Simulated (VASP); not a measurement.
# P2Se2O (I4/mmm) in VASP: further runs

Runs on P2Se2O. Level: PBE+D3(BJ). Tasks: relaxation of cell and atoms.

Program: VASP 6.6.1. These are calculated values, not measurements. Logs are shortened: lines on timing, memory, paths and dates and some standing lists are left out, and cuts for length are marked.

## (1) The cell of the first run

Symmetry: I4/mmm, No. 139, tetragonal system. Conventional cell: a = 4.448 Å, b = 4.448 Å, c = 10.278 Å, α = 90.00°, β = 90.00°, γ = 90.00°. Within 3.4 Å of P (site symmetry -4m2) lie 4 Se at 2.57 Å and 4 P at 3.15 Å and 4 O at 3.40 Å. Se (site symmetry 4mm) has 4 P at 2.57 Å and 1 Se at 2.57 Å and 4 O at 3.40 Å within 3.4 Å. Within 4.5 Å of O (site symmetry 4/mmm) lie 10 Se at 3.40 to 3.85 Å and 8 P at 3.40 Å and 4 O at 4.45 Å.

The cell was generated, and may not be a known phase.

## (2) Relaxation of cell and atoms, PBE+D3(BJ)

INCAR

```
  PREC = Accurate
  ENCUT = 600
  EDIFF = 1E-6
  ISMEAR = 0
  SIGMA = 0.1
  LREAL = False
  LASPH = True
  NELM = 60
  ALGO = Normal
  ISIF = 3
  LWAVE = False
  LCHARG = False
  GGA = PE
  IVDW = 12
  IBRION = 2
  NSW = 90
  EDIFFG = -0.04
```

KPOINTS

```
Automatic mesh
0
Gamma
  6 6 6
```

POSCAR

```
P2Se2O
1.0
   -2.2241483700      2.2241483700      5.1390806500
    2.2241483700     -2.2241483700      5.1390806500
    2.2241483700      2.2241483700     -5.1390806500
P Se O
2 2 1
Direct
    0.7500000000      0.2500000000      0.5000000000
    0.2500000000      0.7500000000      0.5000000000
    0.3750000000      0.3750000000      0.0000000000
    0.6250000000      0.6250000000      0.0000000000
    0.0000000000      0.0000000000      0.0000000000
```

Potentials or basis: VASP PAW PBE potentials, release 64 (P, Se, O).

Run with:

```console
$ cat potpaw_PBE.64/P/POTCAR potpaw_PBE.64/Se/POTCAR potpaw_PBE.64/O/POTCAR > POTCAR
$ mpirun -np 1 vasp_std > vasp.out
```

OUTCAR:

```text
PREC = Accurate
   ENCUT = 600
   EDIFF = 1E-6
   ISMEAR = 0
   LREAL = False
   LASPH = True
   NELM = 60
   ISIF = 3
   GGA = PE
   IVDW = 12
   IBRION = 2
   NSW = 90
   EDIFFG = -0.04
 IVDW          = 12

 ion  position               nearest neighbor table
   1  0.750  0.250  0.500-   3 2.57   4 2.57   3 2.57   4 2.57
   2  0.250  0.750  0.500-   3 2.57   4 2.57   3 2.57   4 2.57
   3  0.375  0.375  0.000-   1 2.57   2 2.57   2 2.57   1 2.57   4 2.57
   4  0.625  0.625  0.000-   2 2.57   1 2.57   1 2.57   2 2.57   3 2.57
   5  0.000  0.000  0.000-

  LATTYP: Found a body centered tetragonal cell.
 ALAT       =     4.4482967400
 C/A-ratio  =     2.3105835561

  Lattice vectors:

 A1 = (  -2.2241483700,   2.2241483700,   5.1390806500)
 A2 = (   2.2241483700,  -2.2241483700,   5.1390806500)
 A3 = (   2.2241483700,   2.2241483700,  -5.1390806500)

Analysis of symmetry for initial positions (statically):
=====================================================================
 Subroutine PRICEL returns:
 Original cell was already a primitive cell.

 Routine SETGRP: Setting up the symmetry group for a
 body centered tetragonal supercell.

 Subroutine GETGRP returns: Found 16 space group operations
 (whereof 16 operations were pure point group operations)
 out of a pool of 16 trial point group operations.

The static configuration has the point symmetry D_4h.

Analysis of symmetry for dynamics (positions and initial velocities):
=====================================================================
 Subroutine PRICEL returns:
 Original cell was already a primitive cell.

 Routine SETGRP: Setting up the symmetry group for a
 body centered tetragonal supercell.

 Subroutine GETGRP returns: Found 16 space group operations
 (whereof 16 operations were pure point group operations)
 out of a pool of 16 trial point group operations.

The dynamic configuration has the point symmetry D_4h.

 Subroutine INISYM returns: Found 16 space group operations
 (whereof 16 operations are pure point group operations),
 and found     1 'primitive' translations

----------------------------------------------------------------------------------------

                                     Primitive cell

  volume of cell :     101.6888

  direct lattice vectors                    reciprocal lattice vectors
    -2.224148370  2.224148370  5.139080650     0.000000000  0.224805146  0.097293667
     2.224148370 -2.224148370  5.139080650     0.224805146  0.000000000  0.097293667
     2.224148370  2.224148370 -5.139080650     0.224805146  0.224805146  0.000000000

  length of vectors
[... 72 lines left out ...]
   total plane-waves  NPLWV = 110592
   dimension x,y,z NGX =    48 NGY =   48 NGZ =   48
   dimension x,y,z NGXF=    96 NGYF=   96 NGZF=   96
   ions per type =               2   2   1
   NGX,Y,Z   is equivalent  to a cutoff of  13.24, 13.24, 13.24 a.u.
   NGXF,Y,Z  is equivalent  to a cutoff of  26.49, 26.49, 26.49 a.u.
 SYSTEM =  unknown system
   PREC   = accura    normal or accurate (medium, high low for compatibility)
   ISTART =      0    job   : 0-new  1-cont  2-samecut
   ICHARG =      2    charge: 1-file 2-atom 10-const
   ISPIN  =      1    spin polarized calculation?
   LNONCOLLINEAR =      F non collinear calculations
   LSORBIT =      F    spin-orbit coupling
   LASPH  =      T    aspherical Exc in radial PAW
   ENCUT  =  600.0 eV  44.10 Ry    6.64 a.u.  12.03 12.03 12.03*2*pi/ulx,y,z
   NELM   =     60;   NELMIN=  2; NELMDL= -5     # of ELM steps
   EDIFF  = 0.1E-05   stopping-criterion for ELM
   LREAL  =      F    real-space projection
   EDIFFG = -.4E-01   stopping-criterion for IOM
   NSW    =     90    number of steps for IOM
   IBRION =      2    ionic relax: 0-MD 1-quasi-New 2-CG
   NFREE  =      1    steps in history (QN), initial steepest desc. (CG)
   ISIF   =      3    stress and relaxation
   ISYM   =      2    0-nonsym 1-usesym 2-fastsym
   POTIM  = 0.5000    time-step for ionic-motion
   TEBEG  =    0.0;   TEEND  =   0.0 temperature during run
   PSTRESS=    0.0 pullay stress
   NELECT =      28.0000    total number of electrons
   NUPDOWN=      -1.0000    fix difference up-down
   EMIN   =  10.00;   EMAX   =-10.00  energy-range for DOS
   EFERMI =   0.00;   METHOD = LEGACY
   ISMEAR =     0;   SIGMA  =   0.10  broadening in eV -4-tet -1-fermi 0-gaus
   EFERMI_NEDOS =   21; number of points for ismear=-14 and -15
   IALGO  =     38    algorithm
   IMIX   =      4    mixing-type and parameters
     AMIX     =   0.40;   BMIX     =  1.00
     AMIX_MAG =   1.60;   BMIX_MAG =  1.00
  volume/ion in A,a.u.               =      20.34       137.25
  Fermi-wavevector in a.u.,A,eV,Ry     =   1.065050  2.012652 15.433508  1.134331
  Thomas-Fermi vector in A             =   2.200588
   LORBIT       =      0    0 simple, 1 ext, 2 COOP (PROOUT), +10 PAW based schemes
   GGA     = PE    functional components
   LHFCALC =     F    Hartree Fock is set to
   AEXX    =    0.0000 exact exchange contribution
   IVDW    =    12    specifies the selected vdW correction
   LEPSILON=     F    determine dielectric tensor
   LRPA    =     F    only Hartree local field effects (RPA)
 conjugate gradient relaxation of ions
 non-spin polarized calculation
 Gauss-broadening in eV      SIGMA  =   0.10
  energy-cutoff  :      600.00
  volume of cell :      101.69
 maximum number of plane-waves:      3422
   NGX = 25   NGY = 25   NGZ = 25

--------------------------------------- Ionic step        1  -------------------------------------------

 number of electron      27.9999999 magnetization

 Free energy of the ion-electron system (eV)
  ---------------------------------------------------
  ext. energy  EPLUGINS =         0.00000000
  ---------------------------------------------------
  free energy    TOTEN  =       -18.14012422 eV

  energy without entropy =      -18.13268528  energy(sigma->0) =      -18.13640475

------------------------ aborting loop because EDIFF is reached ----------------------------------------

 Edisp (eV)   -1.42869

 E8    (eV) :    -0.5408
[... 1141 lines left out ...]
     17       6.8909      0.00000
     18       7.3079      0.00000

 [... further k-points ...]

[... ionic steps 4 to 36 ...]

--------------------------------------- Ionic step       37  -------------------------------------------

 number of electron      28.0000001 magnetization

------------------------ aborting loop because EDIFF is reached ----------------------------------------
[... 81 lines left out ...]
--------------------------------------- Ionic step       39  -------------------------------------------

 number of electron      28.0000001 magnetization

 Free energy of the ion-electron system (eV)
  ---------------------------------------------------
  ext. energy  EPLUGINS =         0.00000000
  ---------------------------------------------------
  free energy    TOTEN  =       -20.25105740 eV

  energy without entropy =      -20.24101411  energy(sigma->0) =      -20.24603576

 E-fermi :   5.9869     XC(G=0): -10.4169

 val. band max:        5.9559076202   @ k =   0.3333  -0.0000   0.0000
 cond. band min:       6.0194208348   @ k =   0.5000   0.5000   0.0000
 fundamental gap:      0.0635132146
 Fermi energy:         5.9868889968
[... 540 lines left out ...]
  FREE ENERGIE OF THE ION-ELECTRON SYSTEM (eV)
  ---------------------------------------------------
  free  energy   TOTEN  =       -21.9532505271 eV

  energy  without entropy=      -21.9432072340  energy(sigma->0) =      -21.94822888

 reached required accuracy - stopping structural energy minimisation
```

Run time: 26 min. Hardware: 1 thread of AMD EPYC 9R45 (Zen 5), shared host; peak memory 0.38 GiB.

What came out:

```yaml
Free_energy: -21.9533 eV
Relaxed_volume: 16.93 Å³/atom
Relaxed_cell: a = 4.847 Å, b = 4.847 Å, c = 4.847 Å, α = 116.07°, β = 116.07°, γ = 96.96°
Space_group_after_relaxing_to_0.1_Å: I4/mmm (No. 139)
Energy_gained_by_relaxing: 476.9 meV/atom
Ionic_steps: 39
Pressure_after_relaxing: 0.0 GPa
Largest_force_after_relaxing: 0.015 eV/Å
Band_gap_on_the_k_mesh: zero (bands 14 and 15 overlap by 1.12 eV)
Dispersion_energy_per_atom: -0.340 eV
```

Forces in eV/Å, atoms in the order of the input:
```
P    0.000  0.000  0.000
P    0.000  0.000  0.000
Se   0.000  0.000 -0.015
Se   0.000  0.000  0.015
O    0.000  0.000  0.000
```

The path:
```tsv
step	energy change (eV)	largest force (eV/Å)	pressure (GPa)	volume (Å³)
1	0.0000	2.4833	-5.36	101.69
2	-0.5601	0.9627	1.27	91.99
3	-0.5682	0.6519	2.77	90.57
4	-0.6967	0.2933	1.34	93.01
5	-0.7839	0.1870	-0.55	96.85
6	-0.7856	0.2635	-0.84	97.48
7	-0.8592	0.0612	-1.34	96.52
8	-0.9350	0.2622	-1.66	94.99
9	-1.1311	1.2811	-1.80	91.15
10	-0.5708	8.9164	9.86	80.08
11	-1.1904	1.7515	-1.26	89.64
12	-1.2745	3.8771	0.85	85.27
13	-1.2915	2.7161	-0.56	87.25
14	-1.3007	3.1454	-0.12	86.46
15	-1.3101	3.2072	-0.13	86.36
16	-1.3330	3.3996	-0.10	86.05
17	-1.3595	3.8728	0.33	85.39
18	-1.3551	5.1293	2.22	83.87
19	-1.4132	5.2001	2.27	83.58
20	-1.5221	5.2696	3.46	82.57
21	-0.9615	3.3964	12.95	79.99
22	-1.4480	5.6209	4.22	82.32
23	-1.3666	5.0067	7.74	81.24
24	-1.4394	5.5800	5.03	82.04
25	-1.6311	4.6670	4.36	82.21
26	-1.9998	2.2193	3.55	82.74
27	-1.8986	2.1170	5.84	83.79
28	-2.0889	0.3975	3.97	83.17
29	-2.1640	0.4900	2.82	83.66
30	-2.3045	0.6890	-0.10	85.10
31	-2.3092	0.6880	-3.69	87.86
32	-2.3382	0.7946	-2.67	86.80
33	-2.3405	0.7783	-1.88	86.20
34	-2.3413	0.7880	-2.18	86.40
35	-2.3627	0.5681	-1.55	85.83
36	-2.3842	0.0461	0.10	84.45
37	-2.3842	0.0606	0.06	84.49
38	-2.3843	0.0477	0.03	84.53
39	-2.3844	0.0146	-0.02	84.63
```

Final structure:
```
CELL_PARAMETERS angstrom
-2.56610 2.56610 3.21309
2.56610 -2.56610 3.21309
2.56610 2.56610 -3.21309
ATOMIC_POSITIONS crystal
P 0.75000 0.25000 0.50000
P 0.25000 0.75000 0.50000
Se 0.29755 0.29755 0.00000
Se 0.70245 0.70245 0.00000
O 0.00000 0.00000 0.00000
```

Levels at points of the mesh, in eV from the Fermi level:
| k point | band 11 | band 12 | band 13 | band 14 | band 15 | band 16 | band 17 | band 18 |
| --- | --- | --- | --- | --- | --- | --- | --- | --- |
| (0.00, 0.00, 0.00) | -2.58 | -2.58 | -2.55 | -2.46 | 1.88 | 2.72 | 2.83 | 2.83 |
| (0.50, 0.00, 0.00) | -2.22 | -1.75 | -1.00 | -0.40 | 0.45 | 1.29 | 3.09 | 3.75 |
| (0.50, 0.50, 0.00) | -2.10 | -1.15 | -0.50 | -0.37 | -0.11 | 0.03 | 0.13 | 0.51 |
| (0.50, 0.50, 0.50) | -3.87 | -1.92 | -1.92 | -0.93 | 2.04 | 4.59 | 4.91 | 4.91 |

Caveat: the volume moved by over 15 % at a fixed basis, so the end points are rough.

(Part 1 of 2 ends here.)

The gap in the log of VASP goes by the Fermi energy; the results here count the filled bands.